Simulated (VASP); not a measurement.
# TiCdP3 in VASP: single point with PBEsol+U

Aim: the single point of TiCdP3 with PBEsol+U.

Everything below comes from runs of VASP 6.6.1. Logs are shortened: lines on timing, memory, paths and dates and some standing lists are left out, and cuts for length are marked.

## 1. The cell of the first run

The cell holds a disordered packing, 10 atoms: a = 5.558 Å, b = 5.587 Å, c = 5.201 Å, α = 93.14°, β = 92.74°, γ = 89.40°.

## 2. Single point, PBEsol+U, collinear spin

Input file INCAR:

```
ALGO = Normal
EDIFF = 1E-6
ENCUT = 520
GGA = PS
ISIF = 2
ISMEAR = -1
ISPIN = 2
ISYM = 0
LASPH = T
LCHARG = F
LDAU = T
LDAUJ = 0 0 0
LDAUL = -1 2 -1
LDAUPRINT = 1
LDAUTYPE = 2
LDAUU = 0 3.46 0
LMAXMIX = 4
LORBIT = 11
LREAL = F
LWAVE = F
MAGMOM = 0 0 1 -1 0 0 0 0 0 0
NBANDS = 54
NELM = 150
PREC = Accurate
SIGMA = 0.1
```

Input file KPOINTS:

```
Automatic mesh
0
Gamma
  3 3 4
  0 0.5 0.5
```

Input file POSCAR:

```
TiCdP3
1.0
    5.5194050000      0.1029660000      0.6427300000
   -0.0350530000      5.5866390000     -0.0866840000
   -0.8434650000     -0.2103130000      5.1283010000
Cd Ti P
2 2 6
Direct
    0.4518290000      0.5644670000      0.9518570000
    0.0381290000      0.7800460000      0.7668040000
    0.6265520000      0.0396900000      0.9355650000
    0.2198380000      0.2158620000      0.6054420000
    0.1936190000      0.1325060000      0.1022380000
    0.6313680000      0.7443240000      0.5230260000
    0.5799200000      0.3343150000      0.3363010000
    0.2527620000      0.6216210000      0.3757860000
    0.8015500000      0.4013780000      0.7094330000
    0.8614640000      0.6503310000      0.1757210000
```

Potentials or basis: VASP PAW PBE potentials, release 64 (Cd, Ti_sv, P).

On the command line:

```console
> cat potpaw_PBE.64/Cd/POTCAR potpaw_PBE.64/Ti_sv/POTCAR potpaw_PBE.64/P/POTCAR > POTCAR
> mpirun -np 1 vasp_std > vasp.out
```

OUTCAR:

```text
EDIFF = 1E-6
   ENCUT = 520
   GGA = PS
   ISIF = 2
   ISMEAR = -1
   ISPIN = 2
   ISYM = 0
   LASPH = T
   LORBIT = 11
   LREAL = F
   NELM = 150
   PREC = Accurate

 ion  position               nearest neighbor table
   1  0.452  0.564  0.952-   9 2.50   7 2.51   8 2.52  10 2.55   6 2.73   2 2.74   3 2.84   4 2.85
                             5 2.98   3 3.08   8 3.18   6 3.20   2 3.67
   2  0.038  0.780  0.767-   9 2.50   8 2.52  10 2.53   6 2.54   5 2.68   1 2.74   4 2.83   3 2.84
                            10 3.23   1 3.67
   3  0.627  0.040  0.936-   7 2.61   9 2.61   5 2.63   6 2.64  10 2.84   1 2.84   2 2.84   1 3.08

   4  0.220  0.216  0.605-   9 2.60   7 2.61   5 2.63   8 2.63   5 2.66   2 2.83   1 2.85
   5  0.194  0.133  0.102-   4 2.63   3 2.63   7 2.65   4 2.66   2 2.68   1 2.98
   6  0.631  0.744  0.523-  10 2.30   8 2.30   9 2.36   7 2.45   2 2.54   3 2.64   1 2.73   1 3.20

   7  0.580  0.334  0.336-   9 2.26   8 2.42   6 2.45   1 2.51  10 2.57   3 2.61   4 2.61   5 2.65

   8  0.253  0.622  0.376-   6 2.30  10 2.37   7 2.42   1 2.52   2 2.52   4 2.63   1 3.18
   9  0.802  0.401  0.709-   7 2.26   6 2.36   2 2.50   1 2.50   4 2.60   3 2.61  10 2.74
  10  0.861  0.650  0.176-   6 2.30   8 2.37   2 2.53   1 2.55   7 2.57   9 2.74   3 2.84   2 3.23

IMPORTANT INFORMATION: All symmetrisations will be switched off!
NOSYMM: (Re-)initialisation of all symmetry stuff for point group C_1.

----------------------------------------------------------------------------------------

                                     Primitive cell

  volume of cell :     161.0896

  direct lattice vectors                    reciprocal lattice vectors
     5.519405000  0.102966000  0.642730000     0.177738006  0.001569793  0.029297410
    -0.035053000  5.586639000 -0.086684000    -0.004117059  0.179076112  0.006666816
    -0.843465000 -0.210313000  5.128301000    -0.022345496  0.002830193  0.191437200

  length of vectors
     5.557655567  5.587421422  5.201455172     0.180143280  0.179247456  0.192757704

  position of ions in fractional coordinates (direct lattice)
     0.451829000  0.564467000  0.951857000
     0.038129000  0.780046000  0.766804000
     0.626552000  0.039690000  0.935565000
     0.219838000  0.215862000  0.605442000
     0.193619000  0.132506000  0.102238000
     0.631368000  0.744324000  0.523026000
     0.579920000  0.334315000  0.336301000
     0.252762000  0.621621000  0.375786000
     0.801550000  0.401378000  0.709433000
     0.861464000  0.650331000  0.175721000

  ion indices of the primitive-cell ions
   primitive index   ion index
                 1           1
                 2           2
                 3           3
                 4           4
                 5           5
                 6           6
                 7           7
                 8           8
                 9           9
                10          10

----------------------------------------------------------------------------------------

 KPOINTS: Automatic mesh

Automatic generation of k-mesh.
 Grid dimensions read from file:
 generate k-points for:    3    3    4

 Generating k-lattice:

  Cartesian coordinates                     Fractional coordinates (reciprocal lattice)
     0.059246002  0.000523264  0.009765803     0.333333333  0.000000000  0.000000000
    -0.001372353  0.059692037  0.002222272    -0.000000000  0.333333333  0.000000000
    -0.005586374  0.000707548  0.047859300    -0.000000000  0.000000000  0.250000000

  Length of vectors
     0.060047760  0.059749152  0.048189426

  Shift w.r.t. Gamma in fractional coordinates (k-lattice)
     0.000000000  0.500000000  0.500000000

 Subroutine IBZKPT returns following result:
[... 100 lines left out ...]
  0.1798 -0.0068 -0.0173 -0.0234 -0.0486
 -0.0068  0.1851  0.0366 -0.0464 -0.0195
 -0.0173  0.0366  0.1655  0.0632 -0.0026
 -0.0234 -0.0464  0.0632  0.1997 -0.0066
 -0.0486 -0.0195 -0.0026 -0.0066  0.1812

 occupancies and eigenvectors

  o =  0.0810  v =  0.1601  0.5091 -0.6007  0.5613  0.1984  0.0000  0.0000  0.0000  0.0000  0.0000      0.0000  0.0000  0.0000  0.0000  0.0000  0.0000  0.0000  0.0000  0.0000  0.0000
  o =  0.0810  v =  0.0000  0.0000  0.0000  0.0000  0.0000  0.1601  0.5091 -0.6009  0.5611  0.1983      0.0000  0.0000  0.0000  0.0000  0.0000  0.0000  0.0000  0.0000  0.0000  0.0000
  o =  0.1264  v = -0.6810 -0.0248 -0.3765  0.0353 -0.6265  0.0000  0.0000  0.0000  0.0000  0.0000      0.0000  0.0000  0.0000  0.0000  0.0000  0.0000  0.0000  0.0000  0.0000  0.0000
  o =  0.1265  v =  0.0000  0.0000  0.0000  0.0000  0.0000 -0.6809 -0.0248 -0.3767  0.0349 -0.6266      0.0000  0.0000  0.0000  0.0000  0.0000  0.0000  0.0000  0.0000  0.0000  0.0000
  o =  0.2162  v =  0.4630 -0.7298 -0.3186  0.2833 -0.2669  0.0000  0.0000  0.0000  0.0000  0.0000      0.0000  0.0000  0.0000  0.0000  0.0000  0.0000  0.0000  0.0000  0.0000  0.0000
  o =  0.2162  v =  0.0000  0.0000  0.0000  0.0000  0.0000  0.4634 -0.7294 -0.3181  0.2836 -0.2677      0.0000  0.0000  0.0000  0.0000  0.0000  0.0000  0.0000  0.0000  0.0000  0.0000
  o =  0.2234  v = -0.3678 -0.3844 -0.4476 -0.2620  0.6693  0.0000  0.0000  0.0000  0.0000  0.0000      0.0000  0.0000  0.0000  0.0000  0.0000  0.0000  0.0000  0.0000  0.0000  0.0000
  o =  0.2235  v =  0.0000  0.0000  0.0000  0.0000  0.0000 -0.3674 -0.3853 -0.4478 -0.2615  0.6691      0.0000  0.0000  0.0000  0.0000  0.0000  0.0000  0.0000  0.0000  0.0000  0.0000
  o =  0.2642  v =  0.4011  0.2445 -0.4422 -0.7313 -0.2212  0.0000  0.0000  0.0000  0.0000  0.0000      0.0000  0.0000  0.0000  0.0000  0.0000  0.0000  0.0000  0.0000  0.0000  0.0000
  o =  0.2643  v =  0.0000  0.0000  0.0000  0.0000  0.0000  0.4013  0.2443 -0.4420 -0.7316 -0.2208      0.0000  0.0000  0.0000  0.0000  0.0000  0.0000  0.0000  0.0000  0.0000  0.0000

atom =   4  type =  2  l = 2

 onsite density matrix

spin component  1

  0.1755  0.0405 -0.0137 -0.0538 -0.0397
  0.0405  0.1789 -0.0005 -0.0061 -0.0010
 -0.0137 -0.0005  0.1832 -0.0170  0.0020
 -0.0538 -0.0061 -0.0170  0.1965 -0.0461
 -0.0397 -0.0010  0.0020 -0.0461  0.1829

spin component  2

  0.1754  0.0404 -0.0137 -0.0538 -0.0397
  0.0404  0.1788 -0.0005 -0.0061 -0.0009
 -0.0137 -0.0005  0.1832 -0.0170  0.0020
 -0.0538 -0.0061 -0.0170  0.1965 -0.0461
 -0.0397 -0.0009  0.0020 -0.0461  0.1829

 occupancies and eigenvectors

  o =  0.0835  v =  0.0000  0.0000  0.0000  0.0000  0.0000  0.6412 -0.2333  0.1649  0.5171  0.4898      0.0000  0.0000  0.0000  0.0000  0.0000  0.0000  0.0000  0.0000  0.0000  0.0000
  o =  0.0835  v =  0.6410 -0.2334  0.1650  0.5172  0.4898  0.0000  0.0000  0.0000  0.0000  0.0000      0.0000  0.0000  0.0000  0.0000  0.0000  0.0000  0.0000  0.0000  0.0000  0.0000
  o =  0.1650  v =  0.0000  0.0000  0.0000  0.0000  0.0000  0.2321 -0.8487 -0.1085 -0.3177 -0.3363      0.0000  0.0000  0.0000  0.0000  0.0000  0.0000  0.0000  0.0000  0.0000  0.0000
  o =  0.1650  v =  0.2327 -0.8484 -0.1092 -0.3177 -0.3365  0.0000  0.0000  0.0000  0.0000  0.0000      0.0000  0.0000  0.0000  0.0000  0.0000  0.0000  0.0000  0.0000  0.0000  0.0000
  o =  0.1819  v =  0.0000  0.0000  0.0000  0.0000  0.0000 -0.0080 -0.0107 -0.9368 -0.0263  0.3486      0.0000  0.0000  0.0000  0.0000  0.0000  0.0000  0.0000  0.0000  0.0000  0.0000
  o =  0.1819  v = -0.0085 -0.0104 -0.9366 -0.0260  0.3491  0.0000  0.0000  0.0000  0.0000  0.0000      0.0000  0.0000  0.0000  0.0000  0.0000  0.0000  0.0000  0.0000  0.0000  0.0000
  o =  0.2318  v =  0.0000  0.0000  0.0000  0.0000  0.0000 -0.4224 -0.2941  0.2838 -0.3774  0.7156      0.0000  0.0000  0.0000  0.0000  0.0000  0.0000  0.0000  0.0000  0.0000  0.0000
  o =  0.2319  v = -0.4196 -0.2930  0.2844 -0.3807  0.7157  0.0000  0.0000  0.0000  0.0000  0.0000      0.0000  0.0000  0.0000  0.0000  0.0000  0.0000  0.0000  0.0000  0.0000  0.0000
  o =  0.2547  v =  0.0000  0.0000  0.0000  0.0000  0.0000  0.5971  0.3723  0.0533 -0.6990  0.1157      0.0000  0.0000  0.0000  0.0000  0.0000  0.0000  0.0000  0.0000  0.0000  0.0000
  o =  0.2547  v =  0.5990  0.3739  0.0518 -0.6971  0.1129  0.0000  0.0000  0.0000  0.0000  0.0000      0.0000  0.0000  0.0000  0.0000  0.0000  0.0000  0.0000  0.0000  0.0000  0.0000

 number of electron      78.0000009 magnetization       0.0002136

 Free energy of the ion-electron system (eV)
  ---------------------------------------------------
  ext. energy  EPLUGINS =         0.00000000
  ---------------------------------------------------
  free energy    TOTEN  =       -46.02908765 eV

  energy without entropy =      -45.80997038  energy(sigma->0) =      -45.91952902

 E-fermi :   7.9314     XC(G=0): -11.4664

 val. band max:        7.9267193471   @ k =  -0.3333   0.1667   0.1250
 cond. band min:       7.9425195856   @ k =  -0.3333   0.5000   0.1250
 fundamental gap:      0.0158002384
 Fermi energy:         7.9314039110

 spin component 1

 k-point     1 :       0.0000    0.1667    0.1250
  band No.  band energies     occupation
      1     -50.0097      1.00000
      2     -49.9919      1.00000
      3     -26.4550      1.00000
      4     -26.4339      1.00000
      5     -26.3579      1.00000
      6     -26.3422      1.00000
[... 961 lines left out ...]
     50      11.0992      0.00000
     51      11.1713      0.00000
 Fermi energy:         7.9314039110

 spin component 2

 k-point     1 :       0.0000    0.1667    0.1250
  band No.  band energies     occupation
      1     -50.0098      1.00000
      2     -49.9918      1.00000
      3     -26.4547      1.00000
      4     -26.4340      1.00000
      5     -26.3579      1.00000
      6     -26.3422      1.00000
[... 961 lines left out ...]
     50      11.0992      0.00000
     51      11.1713      0.00000
 [bands above 51 left out]

------------------------ aborting loop because EDIFF is reached ----------------------------------------

  FORCE on cell =-STRESS in cart. coord.  units (eV):
  Direction    XX          YY          ZZ          XY          YZ          ZX
  --------------------------------------------------------------------------------------
  -------------------------------------------------------------------------------------
  Total       11.0560770      9.7944286     11.1308797      3.1966600      2.0960971      3.1468338
  in kB      109.9624141     97.4142107    110.7063931     31.7935969     20.8475299     31.2980316
  external PRESSURE =     106.0276726 kB  Pullay stress =       0.0000000 kB

 VOLUME and BASIS-vectors are now :
 -----------------------------------------------------------------------------
  energy-cutoff  :      520.00
  volume of cell :      161.09
      direct lattice vectors                 reciprocal lattice vectors
     5.519405000  0.102966000  0.642730000     0.177738006  0.001569793  0.029297410
    -0.035053000  5.586639000 -0.086684000    -0.004117059  0.179076112  0.006666816
    -0.843465000 -0.210313000  5.128301000    -0.022345496  0.002830193  0.191437200

 POSITION                                       TOTAL-FORCE (eV/Angst)
 -----------------------------------------------------------------------------------
      1.67118      2.99981      5.12288        -1.232162      0.202833     -0.952910
     -0.46367      4.20049      3.88929         1.377503      1.303845      0.297683
      2.66769      0.08949      5.19712         0.107501      0.506989      0.652600
      0.69514      1.10125      3.22747        -0.427867      0.207409     -0.597812
      0.97778      0.73870      0.63727         0.222611      0.118839     -0.526035
      3.01753      4.11328      3.02351        -0.377865      1.890350      0.419759
      2.90544      1.85668      2.06840         0.626433     -2.568058      0.605407
      1.05634      3.41977      2.03572        -0.323159     -0.119145      0.031374
      3.81163      2.17568      4.11857         0.753212     -2.578612     -0.555366
      4.58376      3.68491      1.39847        -0.726207      1.035550      0.625299
 -----------------------------------------------------------------------------------
    total drift:                               -0.000507      0.000525      0.000255

  FREE ENERGIE OF THE ION-ELECTRON SYSTEM (eV)
  ---------------------------------------------------
  free  energy   TOTEN  =       -46.0290876494 eV

  energy  without entropy=      -45.8099703824  energy(sigma->0) =      -45.91952902

 total charge

# of ion       s       p       d       tot
------------------------------------------
    1        0.579   0.512   9.506  10.597
    2        0.574   0.486   9.508  10.569
    3        2.179   6.113   1.803  10.095
    4        2.180   6.109   1.814  10.103
    5        1.076   1.343   0.000   2.419
    6        1.084   1.345   0.000   2.429
    7        1.088   1.358   0.000   2.447
    8        1.109   1.326   0.000   2.435
    9        1.072   1.408   0.000   2.480
   10        1.097   1.348   0.000   2.446
--------------------------------------------------
tot         12.040  21.348  22.631  56.019

 magnetization (x)

# of ion       s       p       d       tot
------------------------------------------
    1        0.000   0.000   0.000   0.000
    2       -0.000   0.000   0.000   0.000
    3       -0.000  -0.000  -0.000  -0.000
    4        0.000   0.000   0.000   0.000
    5        0.000   0.000   0.000   0.000
    6        0.000   0.000   0.000   0.000
    7        0.000   0.000   0.000   0.000
    8        0.000  -0.000   0.000   0.000
    9        0.000   0.000   0.000   0.000
   10        0.000   0.000   0.000   0.000
--------------------------------------------------
tot          0.000   0.000   0.000   0.000
```

Wall time 16 min (1 thread of Intel Xeon 8259CL, shared host); peak memory 0.44 GiB.

What came out:

```yaml
Free_energy: -46.0291 eV
Pressure: 10.6 GPa
Largest_force: 2.743 eV/Å
Band_gap_on_the_k_mesh: zero (filled and empty bands overlap)
Net_moment: 0.00 μB per cell
Valence_electrons_inside_the_program's_atomic_spheres: Cd 10.60, 10.57; Ti 10.10; P 2.42, 2.43, 2.45, 2.44, 2.48 (each value once)
```

Forces in eV/Å, atoms in the order of the input:
```
Cd  -1.232  0.203 -0.953
Cd   1.378  1.304  0.298
Ti   0.108  0.507  0.653
Ti  -0.428  0.207 -0.598
P    0.223  0.119 -0.526
P   -0.378  1.890  0.420
P    0.626 -2.568  0.605
P   -0.323 -0.119  0.031
P    0.753 -2.579 -0.555
P   -0.726  1.036  0.625
```

Stress tensor (GPa, compression positive):
```
11.00  3.18  3.13
 3.18  9.74  2.08
 3.13  2.08 11.07
```

Levels at points of the mesh, in eV from the Fermi level:
Spin up:
```tsv
k point	band 35	band 36	band 37	band 38	band 39	band 40	band 41	band 42	band 43	band 44
(0.00, 0.17, 0.12)	-1.71	-1.36	-1.05	-0.60	-0.24	0.08	0.48	0.99	1.20	1.53
```
Spin down:
| k point | band 36 | band 37 | band 38 | band 39 | band 40 | band 41 | band 42 | band 43 |
| --- | --- | --- | --- | --- | --- | --- | --- | --- |
| (0.00, 0.17, 0.12) | -1.36 | -1.05 | -0.60 | -0.24 | 0.08 | 0.48 | 0.99 | 1.20 |

Eigenvalues of the final occupation matrices:
```
    site  spin  trace               eigenvalues
site 3 d     1   0.91  0.08 0.13 0.22 0.22 0.26
site 3 d     2   0.91  0.08 0.13 0.22 0.22 0.26
site 4 d     1   0.92  0.08 0.17 0.18 0.23 0.25
site 4 d     2   0.92  0.08 0.17 0.18 0.23 0.25
```

Caveat: the k points lie up to 0.38 Å⁻¹ apart; the PAW data sets were made with another functional, which shifts forces and pressure a little; the U is typed as a test and isn't derived for this compound.
